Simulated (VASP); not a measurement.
# Si5N (P1) in VASP: single point with PBE

Aim: the single point of Si5N with PBE.

Everything below comes from runs of VASP 6.6.1. Logs are shortened: lines on timing, memory, paths and dates and some standing lists are left out, and cuts for length are marked.

### Step 1. The cell of the first run

The typed cell holds 12 atoms: a = 5.853 Å, b = 6.058 Å, c = 6.384 Å, α = 70.30°, β = 81.64°, γ = 86.09°.

### Step 2. Single point, PBE (17.57 Å³/atom)

Contents of INCAR:

```
PREC = Accurate
ENCUT = 520
EDIFF = 1E-6
ISMEAR = 0
SIGMA = 0.02
LREAL = F
LASPH = T
NELM = 100
ALGO = Normal
ISIF = 2
LWAVE = F
LCHARG = F
GGA = PE
NBANDS = 37
```

Contents of KPOINTS:

```
Automatic mesh
0
Gamma
  6 6 6
```

Contents of POSCAR:

```
Si5N
1.0
    5.8531141861      0.0105081560      0.0247121727
    0.4024548333      6.0444325204     -0.0327017645
    0.8995485630      2.1297692401      5.9511656719
Si N
10 2
Direct
    0.8964756180      0.9260056672      0.9960906822
    0.3953806052      0.9113877428      0.0160066257
    0.9433182474      0.3075204877      0.3724183515
    0.3525609298      0.2532029874      0.3954827463
    0.4607382035      0.3065971048      0.0123513481
    0.8822088068      0.3254884772      0.9919379826
    0.6850942391      0.9954342262      0.5595409476
    0.2039182050      0.5881056740      0.7928599124
    0.7869488142      0.6963567184      0.3802744324
    0.3874052145      0.6366367903      0.4049251022
    0.6682484351      0.8819755500      0.8565310396
    0.1710366910      0.8379566541      0.8882447890
```

Potentials or basis: VASP PAW PBE potentials, release 64 (Si, N).

Started as:

```sh
$ cat potpaw_PBE.64/Si/POTCAR potpaw_PBE.64/N/POTCAR > POTCAR
$ mpirun -np 1 vasp_std > vasp.out
```

OUTCAR:

```text
PREC = Accurate
   ENCUT = 520
   EDIFF = 1E-6
   ISMEAR = 0
   LREAL = F
   LASPH = T
   NELM = 100
   ISIF = 2
   GGA = PE

 ion  position               nearest neighbor table
   1  0.896  0.926  0.996-  12 1.77  11 1.79   9 2.39   6 2.41   2 2.92   2 2.94   7 3.10   8 3.12

   2  0.395  0.911  0.016-  12 1.80  11 1.80   5 2.44  10 2.48   1 2.92   1 2.94   7 3.05   8 3.13

   3  0.943  0.308  0.372-   7 2.37   4 2.41   6 2.47   9 2.48
   4  0.353  0.253  0.395-   5 2.35  10 2.37   3 2.41   7 2.53
   5  0.461  0.307  0.012-   4 2.35   8 2.40   2 2.44   6 2.46
   6  0.882  0.325  0.992-   1 2.41   8 2.46   5 2.46   3 2.47
   7  0.685  0.995  0.560-  11 1.78   3 2.37   9 2.45   4 2.53   2 3.05   1 3.10
   8  0.204  0.588  0.793-  12 1.80   5 2.40   6 2.46  10 2.48   1 3.12   2 3.13
   9  0.787  0.696  0.380-  10 2.37   1 2.39   7 2.45   3 2.48
  10  0.387  0.637  0.405-   9 2.37   4 2.37   2 2.48   8 2.48
  11  0.668  0.882  0.857-   7 1.78   1 1.79   2 1.80
  12  0.171  0.838  0.888-   1 1.77   2 1.80   8 1.80

  LATTYP: Found a triclinic cell.
 ALAT       =     8.1314959863
 B/A-ratio  =     0.7198153693
 C/A-ratio  =     1.4309533955
 COS(alpha) =     0.0087798445
 COS(beta)  =     0.6442193300
 COS(gamma) =     0.6690050327

  Lattice vectors:

 A1 = (   5.4506593528,  -6.0339243644,   0.0574139372)
 A2 = (   5.8531141861,   0.0105081560,   0.0247121727)
 A3 = (   0.0946388964,  -9.9590958007,   6.0165692009)

Analysis of symmetry for initial positions (statically):
=====================================================================
 Subroutine PRICEL returns:
 Original cell was already a primitive cell.

 Routine SETGRP: Setting up the symmetry group for a
 triclinic supercell.

 Subroutine GETGRP returns: Found  1 space group operations
 (whereof  1 operations were pure point group operations)
 out of a pool of  2 trial point group operations.

The static configuration has the point symmetry C_1 .

Analysis of symmetry for dynamics (positions and initial velocities):
=====================================================================
 Subroutine PRICEL returns:
 Original cell was already a primitive cell.

 Routine SETGRP: Setting up the symmetry group for a
 triclinic supercell.

 Subroutine GETGRP returns: Found  1 space group operations
 (whereof  1 operations were pure point group operations)
 out of a pool of  2 trial point group operations.

The dynamic configuration has the point symmetry C_1 .

 Subroutine INISYM returns: Found  1 space group operations
 (whereof  1 operations are pure point group operations),
 and found     1 'primitive' translations

----------------------------------------------------------------------------------------

                                     Primitive cell

  volume of cell :     210.8138

  direct lattice vectors                    reciprocal lattice vectors
     5.853114186  0.010508156  0.024712173     0.170961596 -0.011500632 -0.021725923
     0.402454833  6.044432520 -0.032701765    -0.000046982  0.165124958 -0.059086877
     0.899548563  2.129769240  5.951165672    -0.000710175  0.000955121  0.167799840

  length of vectors
     5.853175787  6.057904241  6.384471590     0.172719853  0.175378199  0.167804061

  position of ions in fractional coordinates (direct lattice)
     0.896475618  0.926005667  0.996090682
     0.395380605  0.911387743  0.016006626
     0.943318247  0.307520488  0.372418352
     0.352560930  0.253202987  0.395482746
     0.460738204  0.306597105  0.012351348
     0.882208807  0.325488477  0.991937983
     0.685094239  0.995434226  0.559540948
     0.203918205  0.588105674  0.792859912
     0.786948814  0.696356718  0.380274432
     0.387405214  0.636636790  0.404925102
     0.668248435  0.881975550  0.856531040
     0.171036691  0.837956654  0.888244789

  ion indices of the primitive-cell ions
   primitive index   ion index
                 1           1
                 2           2
                 3           3
                 4           4
                 5           5
                 6           6
                 7           7
                 8           8
                 9           9
                10          10
                11          11
                12          12

----------------------------------------------------------------------------------------

 KPOINTS: Automatic mesh

Automatic generation of k-mesh.
 Grid dimensions read from file:
 generate k-points for:    6    6    6

 Generating k-lattice:

  Cartesian coordinates                     Fractional coordinates (reciprocal lattice)
     0.028493599 -0.001916772 -0.003620987     0.166666667 -0.000000000 -0.000000000
    -0.000007830  0.027520826 -0.009847813     0.000000000  0.166666667  0.000000000
    -0.000118362  0.000159187  0.027966640     0.000000000  0.000000000  0.166666667

  Length of vectors
     0.028786642  0.029229700  0.027967344

  Shift w.r.t. Gamma in fractional coordinates (k-lattice)
     0.000000000  0.000000000  0.000000000

 Subroutine IBZKPT returns following result:
 ===========================================

 Found    112 irreducible k-points:

 Following reciprocal coordinates:
            Coordinates               Weight
  0.000000  0.000000  0.000000      1.000000
  0.166667 -0.000000 -0.000000      2.000000
  0.333333 -0.000000  0.000000      2.000000
  0.500000 -0.000000 -0.000000      1.000000
  0.000000  0.166667  0.000000      2.000000
  0.166667  0.166667  0.000000      2.000000
[... 16 lines left out ...]
  0.333333 -0.000000  0.166667      2.000000
  0.500000 -0.000000  0.166667      2.000000
 [... further k-points ...]
   k-points           NKPTS =    112   k-points in BZ     NKDIM =    112   number of bands    NBANDS=     37
   number of dos      NEDOS =    301   number of ions     NIONS =     12
   total plane-waves  NPLWV = 110592
   dimension x,y,z NGX =    48 NGY =   48 NGZ =   48
   dimension x,y,z NGXF=    96 NGYF=   96 NGZF=   96
   ions per type =              10   2
   NGX,Y,Z   is equivalent  to a cutoff of  13.63, 13.17, 12.50 a.u.
   NGXF,Y,Z  is equivalent  to a cutoff of  27.27, 26.35, 25.00 a.u.
 SYSTEM =  unknown system
   PREC   = accura    normal or accurate (medium, high low for compatibility)
   ISTART =      0    job   : 0-new  1-cont  2-samecut
   ICHARG =      2    charge: 1-file 2-atom 10-const
   ISPIN  =      1    spin polarized calculation?
   LNONCOLLINEAR =      F non collinear calculations
   LSORBIT =      F    spin-orbit coupling
   LASPH  =      T    aspherical Exc in radial PAW
   ENCUT  =  520.0 eV  38.22 Ry    6.18 a.u.  10.88 11.26 11.87*2*pi/ulx,y,z
   NELM   =    100;   NELMIN=  2; NELMDL= -5     # of ELM steps
   EDIFF  = 0.1E-05   stopping-criterion for ELM
   LREAL  =      F    real-space projection
   EDIFFG = 0.1E-04   stopping-criterion for IOM
   NSW    =      0    number of steps for IOM
   IBRION =     -1    ionic relax: 0-MD 1-quasi-New 2-CG
   NFREE  =      0    steps in history (QN), initial steepest desc. (CG)
   ISIF   =      2    stress and relaxation
   ISYM   =      2    0-nonsym 1-usesym 2-fastsym
   POTIM  = 0.5000    time-step for ionic-motion
   TEBEG  =    0.0;   TEEND  =   0.0 temperature during run
   PSTRESS=    0.0 pullay stress
   NELECT =      50.0000    total number of electrons
   NUPDOWN=      -1.0000    fix difference up-down
   EMIN   =  10.00;   EMAX   =-10.00  energy-range for DOS
   EFERMI =   0.00;   METHOD = LEGACY
   ISMEAR =     0;   SIGMA  =   0.02  broadening in eV -4-tet -1-fermi 0-gaus
   EFERMI_NEDOS =   21; number of points for ismear=-14 and -15
   IALGO  =     38    algorithm
   IMIX   =      4    mixing-type and parameters
     AMIX     =   0.40;   BMIX     =  1.00
     AMIX_MAG =   1.60;   BMIX_MAG =  1.00
  volume/ion in A,a.u.               =      17.57       118.55
  Fermi-wavevector in a.u.,A,eV,Ry     =   1.013363  1.914979 13.971891  1.026905
  Thomas-Fermi vector in A             =   2.146528
   LORBIT       =      0    0 simple, 1 ext, 2 COOP (PROOUT), +10 PAW based schemes
   GGA     = PE    functional components
   LHFCALC =     F    Hartree Fock is set to
   AEXX    =    0.0000 exact exchange contribution
   IVDW    =     0    specifies the selected vdW correction
   LEPSILON=     F    determine dielectric tensor
   LRPA    =     F    only Hartree local field effects (RPA)
 non-spin polarized calculation
 Gauss-broadening in eV      SIGMA  =   0.02
  energy-cutoff  :      520.00
  volume of cell :      210.81
 maximum number of plane-waves:      5697
 NGX is ok and might be reduce to    48
   NGX = 21   NGY = 23   NGZ = 23

 number of electron      50.0000000 magnetization

 Free energy of the ion-electron system (eV)
  ---------------------------------------------------
  ext. energy  EPLUGINS =         0.00000000
  ---------------------------------------------------
  free energy    TOTEN  =       -71.05596098 eV

  energy without entropy =      -71.05596098  energy(sigma->0) =      -71.05596098

 E-fermi :   6.0900     XC(G=0):  -9.7067

 val. band max:        5.9495135634   @ k =  -0.3333   0.0000   0.1667
 cond. band min:       6.5802083352   @ k =   0.3333   0.5000   0.0000
 fundamental gap:      0.6306947718
 Fermi energy:         6.0900129146

 k-point     1 :       0.0000    0.0000    0.0000
  band No.  band energies     occupation
      1     -11.0141      2.00000
      2      -9.7661      2.00000
      3      -5.0596      2.00000
      4      -3.6080      2.00000
      5      -3.3393      2.00000
      6      -2.9075      2.00000
[... 29 lines left out ...]
     36      10.8164      0.00000
     37      11.1226      0.00000

 k-point     2 :       0.1667   -0.0000   -0.0000
  band No.  band energies     occupation
      1     -10.9486      2.00000
      2      -9.8757      2.00000
      3      -4.9653      2.00000
      4      -3.5660      2.00000
      5      -3.2681      2.00000
      6      -2.9052      2.00000
[... 29 lines left out ...]
     36      10.8806      0.00000
     37      11.0154      0.00000
[... 838 lines left out ...]
     36      10.3776      0.00000
     37      10.7392      0.00000

 k-point    24 :       0.5000   -0.0000    0.1667
  band No.  band energies     occupation
      1     -10.5106      2.00000
      2     -10.4321      2.00000
      3      -4.5348      2.00000
      4      -3.9840      2.00000
      5      -3.0411      2.00000
      6      -2.7856      2.00000
[... 29 lines left out ...]
     36      10.4389      0.00000
     37      10.7744      0.00000

 [... further k-points ...]
[... 5 lines left out ...]
  --------------------------------------------------------------------------------------
  -------------------------------------------------------------------------------------
  Total       -6.0130511     -6.0115881     -5.9913502     -0.0024918     -0.0119711      0.0038337
  in kB      -45.6989696    -45.6878509    -45.5340432     -0.0189377     -0.0909796      0.0291358
  external PRESSURE =     -45.6402879 kB  Pullay stress =       0.0000000 kB

 VOLUME and BASIS-vectors are now :
 -----------------------------------------------------------------------------
  energy-cutoff  :      520.00
  volume of cell :      210.81
      direct lattice vectors                 reciprocal lattice vectors
     5.853114186  0.010508156  0.024712173     0.170961596 -0.011500632 -0.021725923
     0.402454833  6.044432520 -0.032701765    -0.000046982  0.165124958 -0.059086877
     0.899548563  2.129769240  5.951165672    -0.000710175  0.000955121  0.167799840

 POSITION                                       TOTAL-FORCE (eV/Angst)
 -----------------------------------------------------------------------------------
      6.51588      7.72804      5.91977        -0.000698     -0.008713     -0.005916
      2.69540      5.54707      0.07522         0.000633     -0.006612     -0.007239
      5.98012      2.66186      2.22958        -0.001120     -0.001652     -0.000444
      2.52124      2.37646      2.35402         0.000149      0.003355     -0.004368
      2.83126      1.88435      0.07486        -0.002203     -0.000396      0.001132
      6.18696      4.08926      5.91434        -0.000723     -0.002227      0.001199
      4.91389      7.21573      3.31430         0.001799     -0.002138      0.001108
      2.14346      5.24552      4.70425         0.002976      0.001567      0.000341
      5.22843      5.02725      2.25975        -0.004655      0.002408     -0.004165
      2.88799      4.71458      2.39853         0.003541     -0.001891      0.001795
      5.03678      7.16228      5.08503         0.000925      0.013533      0.006867
      2.13736      6.95853      5.26292        -0.000625      0.002765      0.009692
 -----------------------------------------------------------------------------------
    total drift:                               -0.000128      0.001087      0.000306

  FREE ENERGIE OF THE ION-ELECTRON SYSTEM (eV)
  ---------------------------------------------------
  free  energy   TOTEN  =       -71.0559609837 eV

  energy  without entropy=      -71.0559609837  energy(sigma->0) =      -71.05596098
```

It took 25 min on 1 thread of Oxide Virtual Turin-like, shared host; peak memory 0.7 GiB.

Results:

```
Free energy            : -71.0560 eV
Pressure               : -4.6 GPa
Largest force          : 0.015 eV/Å
Band gap on the k mesh : 0.63 eV (least direct gap 0.99 eV)
```

Forces on the atoms (eV/Å):
```
Si  -0.001 -0.009 -0.006
Si   0.001 -0.007 -0.007
Si  -0.001 -0.002  0.000
Si   0.000  0.003 -0.004
Si  -0.002  0.000  0.001
Si  -0.001 -0.002  0.001
Si   0.002 -0.002  0.001
Si   0.003  0.002  0.000
Si  -0.005  0.002 -0.004
Si   0.004 -0.002  0.002
N    0.001  0.014  0.007
N   -0.001  0.003  0.010
```

Caveat: the cell stands under tension; semilocal functionals underestimate gaps, and a narrow one can read as zero.
